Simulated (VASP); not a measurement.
## WSe2: electric field gradients with PBEsol

The system is WSe2.

```
W Se
1.0
     3.35452    0.00000    0.00000
    -1.67726    2.90510    0.00000
     0.00000    0.00000   13.22438
W Se
2 4
Direct
  0.33333 0.66667 0.25000
  0.66667 0.33333 0.75000
  0.33333 0.66667 0.62100
  0.66667 0.33333 0.12100
  0.33333 0.66667 0.87900
  0.66667 0.33333 0.37900
```

This cell differs from its parent crystal: volume scaled by 1.06.

```json
{
  "Program": "VASP 6.6.1",
  "Task": "electric field gradients",
  "Functional": "PBEsol",
  "Potentials or basis": "VASP PAW PBE potentials, release 64 (W_sv, Se)",
  "Cutoff": "520 eV",
  "k mesh": "11 × 11 × 3",
  "Occupations": "fermi-dirac, width 0.08 eV",
  "Spin": "no spin polarisation",
  "Dipole correction": "no",
  "Further INCAR settings": "ALGO = Normal; EDIFF = 1e-08; NBANDS = 35"
}
```

- Pressure: -8.0 GPa
- Largest force: 0.957 eV/Å
- Band gap on the k mesh: 0.95 eV, indirect (least direct gap 1.60 eV)

Forces in eV/Å, atoms in the order of the input:
```
W    0.000  0.000  0.000
W    0.000  0.000  0.000
Se   0.000  0.000  0.957
Se   0.000  0.000  0.957
Se   0.000  0.000 -0.957
Se   0.000  0.000 -0.957
```

Stress tensor (GPa, compression positive):
```
-7.96  0.00  0.00
 0.00 -7.96  0.00
 0.00  0.00 -8.12
```

Levels at points of the mesh, in eV from the valence-band top:
```
           k point  band 24  band 25  band 26  band 27  band 28  band 29
(0.00, 0.00, 0.00)    -1.02    -0.94     0.00     2.51     2.51     2.56
```

Electric field gradients, principal values (V/Å²):
```tsv
atom	least	middle	greatest (by size)
1 W	70.686	70.687	-141.373
2 W	70.686	70.687	-141.373
3 Se	32.674	32.675	-65.349
4 Se	32.674	32.675	-65.349
5 Se	32.674	32.675	-65.349
6 Se	32.674	32.675	-65.349
```

It took 3.6 min on 1 thread of Intel Xeon 6975P-C (shared host), peak memory 0.32 GiB.

Caveat: without QUAD_EFG the Cq values of the log hold for a quadrupole moment of 1 mb, not for the nuclei; the PAW data sets were made with another functional, which shifts forces and pressure a little; spin-orbit coupling is left out, which moves the levels of the heavy elements; this functional lacks dispersion, which binds the layers, so the pressure and a relaxed spacing across them are unreliable. A k mesh can miss the band edges.
